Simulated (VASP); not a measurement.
# HgSe (F-43m) in VASP: settings compared

Aim: see how the results for HgSe move with the level of theory and the settings. Levels: PBE+D4, BLYP. Tasks: single point, relaxation of cell and atoms.

Everything below comes from runs of VASP 6.6.1. Logs are shortened: lines on timing, memory, paths and dates and some standing lists are left out, and cuts for length are marked.

### 1 The cell of the first run

Symmetry: F-43m, No. 216, cubic system. The conventional cell has a = 6.173 Å, b = 6.173 Å, c = 6.173 Å, α = 90.00°, β = 90.00°, γ = 90.00°. Hg (site symmetry -43m) has 4 Se at 2.67 Å within 3.5 Å. Within 3.5 Å of Se (site symmetry -43m) lie 4 Hg at 2.67 Å.

### 2 Single point, PBE+D4

Contents of INCAR:

```
SYSTEM = HgSe
PREC     = Accurate       ! precision mode
ENCUT    = 500            ! plane-wave cutoff, eV
EDIFF    = 1E-6           ! SCF threshold, eV
ISMEAR   = -1             ! smearing method
SIGMA    = 0.05           ! smearing width, eV
LREAL    = .False.        ! projectors in reciprocal space
LASPH    = .True.         ! aspherical terms in the spheres
NELM     = 120            ! most SCF steps
ALGO     = Normal         ! electronic algorithm
ISIF     = 2              ! what is computed and relaxed
LWAVE    = .False.        ! write WAVECAR
LCHARG   = .True.         ! write CHGCAR
GGA      = PE             ! functional
IVDW     = 13             ! dispersion correction
LELF     = .True.         ! ELF
LVHAR    = .True.       
NBANDS   = 16             ! bands
GGA_COMPAT= .False.
```

Contents of KPOINTS:

```
Automatic mesh
0
Gamma
  8 8 8
  0 0 0
```

Contents of POSCAR:

```
HgSe
1.0
    0.0000000000      3.0865343780      3.0865343780
    3.0865343780      0.0000000000      3.0865343780
    3.0865343780      3.0865343780      0.0000000000
Hg Se
1 1
Direct
    0.0000000000      0.0000000000      0.0000000000
    0.7500000000      0.7500000000      0.7500000000
```

Potentials or basis: VASP PAW PBE potentials, release 64 (Hg, Se).

Run with:

```
cat potpaw_PBE.64/Hg/POTCAR potpaw_PBE.64/Se/POTCAR > POTCAR
mpirun -np 1 vasp_std > vasp.out
```

OUTCAR:

```text
SYSTEM = HgSe
   PREC = Accurate
   ENCUT = 500
   EDIFF = 1E-6
   ISMEAR = -1
   LREAL = .False.
   LASPH = .True.
   NELM = 120
   ISIF = 2
   GGA = PE
   IVDW = 13

 ion  position               nearest neighbor table
   1  0.000  0.000  0.000-   2 2.67   2 2.67   2 2.67   2 2.67
   2  0.750  0.750  0.750-   1 2.67   1 2.67   1 2.67   1 2.67

  LATTYP: Found a face centered cubic cell.
 ALAT       =     6.1730687560

  Lattice vectors:

 A1 = (   0.0000000000,   3.0865343780,   3.0865343780)
 A2 = (   3.0865343780,   0.0000000000,   3.0865343780)
 A3 = (   3.0865343780,   3.0865343780,   0.0000000000)

Analysis of symmetry for initial positions (statically):
=====================================================================
 Subroutine PRICEL returns:
 Original cell was already a primitive cell.

 Routine SETGRP: Setting up the symmetry group for a
 face centered cubic supercell.

 Subroutine GETGRP returns: Found 24 space group operations
 (whereof 24 operations were pure point group operations)
 out of a pool of 48 trial point group operations.

The static configuration has the point symmetry T_d .

Analysis of symmetry for dynamics (positions and initial velocities):
=====================================================================
 Subroutine PRICEL returns:
 Original cell was already a primitive cell.

 Routine SETGRP: Setting up the symmetry group for a
 face centered cubic supercell.

 Subroutine GETGRP returns: Found 24 space group operations
 (whereof 24 operations were pure point group operations)
 out of a pool of 48 trial point group operations.

The dynamic configuration has the point symmetry T_d .

 Subroutine INISYM returns: Found 24 space group operations
 (whereof 24 operations are pure point group operations),
 and found     1 'primitive' translations

----------------------------------------------------------------------------------------

                                     Primitive cell

  volume of cell :      58.8089

  direct lattice vectors                    reciprocal lattice vectors
     0.000000000  3.086534378  3.086534378    -0.161993984  0.161993984  0.161993984
     3.086534378  0.000000000  3.086534378     0.161993984 -0.161993984  0.161993984
     3.086534378  3.086534378  0.000000000     0.161993984  0.161993984 -0.161993984

  length of vectors
     4.365018778  4.365018778  4.365018778     0.280581810  0.280581810  0.280581810

  position of ions in fractional coordinates (direct lattice)
     0.000000000  0.000000000  0.000000000
     0.750000000  0.750000000  0.750000000

  ion indices of the primitive-cell ions
   primitive index   ion index
                 1           1
                 2           2

----------------------------------------------------------------------------------------

 KPOINTS: Automatic mesh

Automatic generation of k-mesh.
 Grid dimensions read from file:
 generate k-points for:    8    8    8

 Generating k-lattice:

  Cartesian coordinates                     Fractional coordinates (reciprocal lattice)
    -0.020249248  0.020249248  0.020249248     0.125000000  0.000000000  0.000000000
     0.020249248 -0.020249248  0.020249248     0.000000000  0.125000000  0.000000000
     0.020249248  0.020249248 -0.020249248     0.000000000  0.000000000  0.125000000

  Length of vectors
     0.035072726  0.035072726  0.035072726

  Shift w.r.t. Gamma in fractional coordinates (k-lattice)
     0.000000000  0.000000000  0.000000000

 Subroutine IBZKPT returns following result:
 ===========================================

 Found     29 irreducible k-points:

 Following reciprocal coordinates:
            Coordinates               Weight
  0.000000  0.000000  0.000000      1.000000
  0.125000  0.000000  0.000000      8.000000
  0.250000  0.000000  0.000000      8.000000
  0.375000  0.000000  0.000000      8.000000
  0.500000  0.000000  0.000000      4.000000
  0.125000  0.125000  0.000000      6.000000
[... 16 lines left out ...]
  0.500000  0.250000  0.125000     48.000000
 -0.375000  0.250000  0.125000     24.000000
 [... further k-points ...]
   k-points           NKPTS =     29   k-points in BZ     NKDIM =     29   number of bands    NBANDS=     16
   number of dos      NEDOS =    301   number of ions     NIONS =      2
   total plane-waves  NPLWV =  32768
   dimension x,y,z NGX =    32 NGY =   32 NGZ =   32
   dimension x,y,z NGXF=    64 NGYF=   64 NGZF=   64
   ions per type =               1   1
   NGX,Y,Z   is equivalent  to a cutoff of  12.19, 12.19, 12.19 a.u.
   NGXF,Y,Z  is equivalent  to a cutoff of  24.38, 24.38, 24.38 a.u.
 SYSTEM =  HgSe
   PREC   = accura    normal or accurate (medium, high low for compatibility)
   ISTART =      0    job   : 0-new  1-cont  2-samecut
   ICHARG =      2    charge: 1-file 2-atom 10-const
   ISPIN  =      1    spin polarized calculation?
   LNONCOLLINEAR =      F non collinear calculations
   LSORBIT =      F    spin-orbit coupling
   LASPH  =      T    aspherical Exc in radial PAW
   ENCUT  =  500.0 eV  36.75 Ry    6.06 a.u.   7.96  7.96  7.96*2*pi/ulx,y,z
   NELM   =    120;   NELMIN=  2; NELMDL= -5     # of ELM steps
   EDIFF  = 0.1E-05   stopping-criterion for ELM
   LREAL  =      F    real-space projection
   EDIFFG = 0.1E-04   stopping-criterion for IOM
   NSW    =      0    number of steps for IOM
   IBRION =     -1    ionic relax: 0-MD 1-quasi-New 2-CG
   NFREE  =      0    steps in history (QN), initial steepest desc. (CG)
   ISIF   =      2    stress and relaxation
   ISYM   =      2    0-nonsym 1-usesym 2-fastsym
   POTIM  = 0.5000    time-step for ionic-motion
   TEBEG  =    0.0;   TEEND  =   0.0 temperature during run
   PSTRESS=    0.0 pullay stress
   NELECT =      18.0000    total number of electrons
   NUPDOWN=      -1.0000    fix difference up-down
   EMIN   =  10.00;   EMAX   =-10.00  energy-range for DOS
   EFERMI =   0.00;   METHOD = LEGACY
   ISMEAR =    -1;   SIGMA  =   0.05  broadening in eV -4-tet -1-fermi 0-gaus
   EFERMI_NEDOS =   21; number of points for ismear=-14 and -15
   IALGO  =     38    algorithm
   IMIX   =      4    mixing-type and parameters
     AMIX     =   0.40;   BMIX     =  1.00
     AMIX_MAG =   1.60;   BMIX_MAG =  1.00
  volume/ion in A,a.u.               =      29.40       198.43
  Fermi-wavevector in a.u.,A,eV,Ry     =   1.103277  2.084891 16.561284  1.217220
  Thomas-Fermi vector in A             =   2.239733
   LORBIT       =      0    0 simple, 1 ext, 2 COOP (PROOUT), +10 PAW based schemes
   GGA     = PE    functional components
   LHFCALC =     F    Hartree Fock is set to
   AEXX    =    0.0000 exact exchange contribution
   IVDW    =    13    specifies the selected vdW correction
   LEPSILON=     F    determine dielectric tensor
   LRPA    =     F    only Hartree local field effects (RPA)
 non-spin polarized calculation
  energy-cutoff  :      500.00
  volume of cell :       58.81
 maximum number of plane-waves:      1524
   NGX = 15   NGY = 15   NGZ = 15

 number of electron      17.9999997 magnetization

 Free energy of the ion-electron system (eV)
  ---------------------------------------------------
  ext. energy  EPLUGINS =         0.00000000
  ---------------------------------------------------
  free energy    TOTEN  =        -4.06912584 eV

  energy without entropy =       -4.06848605  energy(sigma->0) =       -4.06880594

 E-fermi :   1.3891     XC(G=0):  -8.8401

 val. band max:        1.3289526007   @ k =   0.0000   0.0000   0.0000
 cond. band min:       1.9157156190   @ k =   0.1250   0.0000   0.0000
 fundamental gap:      0.5867630183
 Fermi energy:         1.3891261531

 k-point     1 :       0.0000    0.0000    0.0000
  band No.  band energies     occupation
      1     -11.8285      2.00000
      2      -5.5830      2.00000
      3      -5.5830      2.00000
      4      -5.5830      2.00000
      5      -4.9133      2.00000
      6      -4.9133      2.00000
[... 8 lines left out ...]
     15      12.5603      0.00000
     16      12.5603      0.00000

 k-point     2 :       0.1250    0.0000    0.0000
  band No.  band energies     occupation
      1     -11.7686      2.00000
      2      -5.5553      2.00000
      3      -5.5553      2.00000
      4      -5.5526      2.00000
      5      -4.9152      2.00000
      6      -4.9152      2.00000
[... 8 lines left out ...]
     15      11.7508      0.00000
     16      11.7508      0.00000

 k-point     3 :       0.2500    0.0000    0.0000
  band No.  band energies     occupation
      1     -11.6198      2.00000
      2      -5.4936      2.00000
      3      -5.4936      2.00000
      4      -5.4111      2.00000
      5      -4.9103      2.00000
      6      -4.9103      2.00000
[... 8 lines left out ...]
     15      11.4605      0.00000
     16      11.4605      0.00000

 k-point     4 :       0.3750    0.0000    0.0000
  band No.  band energies     occupation
      1     -11.4650      2.00000
      2      -5.4433      2.00000
      3      -5.4433      2.00000
      4      -5.0550      2.00000
      5      -4.8873      2.00000
      6      -4.8873      2.00000
[... 8 lines left out ...]
     15      12.1523      0.00000
     16      12.1523      0.00000
[... 324 lines left out ...]
 k-point    22 :       0.3750    0.2500    0.1250
  band No.  band energies     occupation
      1     -11.5069      2.00000
      2      -5.4672      2.00000
      3      -5.3936      2.00000
      4      -5.3167      2.00000
      5      -4.9372      2.00000
      6      -4.8618      2.00000
[... 8 lines left out ...]
     15      12.6560      0.00000
     16      13.3276      0.00000

 k-point    23 :       0.5000    0.2500    0.1250
  band No.  band energies     occupation
      1     -11.3813      2.00000
      2      -5.3938      2.00000
      3      -5.3501      2.00000
      4      -5.0848      2.00000
      5      -4.8819      2.00000
      6      -4.7934      2.00000
[... 8 lines left out ...]
     15      12.8972      0.00000
     16      13.4447      0.00000

 k-point    24 :      -0.3750    0.2500    0.1250
  band No.  band energies     occupation
      1     -11.3285      2.00000
      2      -5.3774      2.00000
      3      -5.3287      2.00000
      4      -4.9554      2.00000
      5      -4.8942      2.00000
      6      -4.5532      2.00000
[... 8 lines left out ...]
     15      12.6814      0.00000
     16      13.4904      0.00000

 [... further k-points ...]

------------------------ aborting loop because EDIFF is reached ----------------------------------------

  DFT-D4 for vdW energy calculation

  Edisp (eV):   -0.66226

  FORCE on cell =-STRESS in cart. coord.  units (eV):
  Direction    XX          YY          ZZ          XY          YZ          ZX
  --------------------------------------------------------------------------------------
  -------------------------------------------------------------------------------------
  Total       0.08551     0.08551     0.08551    -0.00000     0.00000     0.00000
  in kB       2.32948     2.32948     2.32948    -0.00000     0.00000     0.00000
  external pressure =        2.33 kB  Pullay stress =        0.00 kB

 VOLUME and BASIS-vectors are now :
 -----------------------------------------------------------------------------
  energy-cutoff  :      500.00
  volume of cell :       58.81
      direct lattice vectors                 reciprocal lattice vectors
     0.000000000  3.086534378  3.086534378    -0.161993984  0.161993984  0.161993984
     3.086534378  0.000000000  3.086534378     0.161993984 -0.161993984  0.161993984
     3.086534378  3.086534378  0.000000000     0.161993984  0.161993984 -0.161993984

 POSITION                                       TOTAL-FORCE (eV/Angst)
 -----------------------------------------------------------------------------------
      0.00000      0.00000      0.00000        -0.000000     -0.000000     -0.000000
      4.62980      4.62980      4.62980         0.000000      0.000000      0.000000
 -----------------------------------------------------------------------------------
    total drift:                               -0.000000     -0.000000     -0.000000

  FREE ENERGIE OF THE ION-ELECTRON SYSTEM (eV)
  ---------------------------------------------------
  free  energy   TOTEN  =        -4.7313893252 eV

  energy  without entropy=       -4.7307495379  energy(sigma->0) =       -4.73106943
```

Run time: 26 s. Hardware: 1 thread of Intel Xeon Platinum 8375C at 2.90GHz (Ice Lake), shared host; peak memory 0.19 GiB.

What came out:

```yaml
Free_energy: -4.7314 eV
Pressure: 0.2 GPa
Band_gap_on_the_k_mesh: zero (filled and empty bands touch)
Dispersion_energy_per_atom: -0.331 eV
```

Levels at points of the mesh, in eV from the Fermi level:
```csv
k point,band 7,band 8,band 9,band 10,band 11,band 12
"(0.00, 0.00, 0.00)",-1.05,-0.06,-0.06,-0.06,5.48,5.48
"(0.50, 0.00, 0.00)",-5.27,-0.95,-0.95,1.05,6.21,6.21
"(0.50, 0.50, 0.00)",-4.94,-2.18,-2.18,2.68,3.04,8.32
```

Caveat: spin-orbit coupling is left out, which moves the levels of the heavy elements; pairwise dispersion overbinds metals, which lowers pressure and volume.

(Part 1 of 2 ends here.)
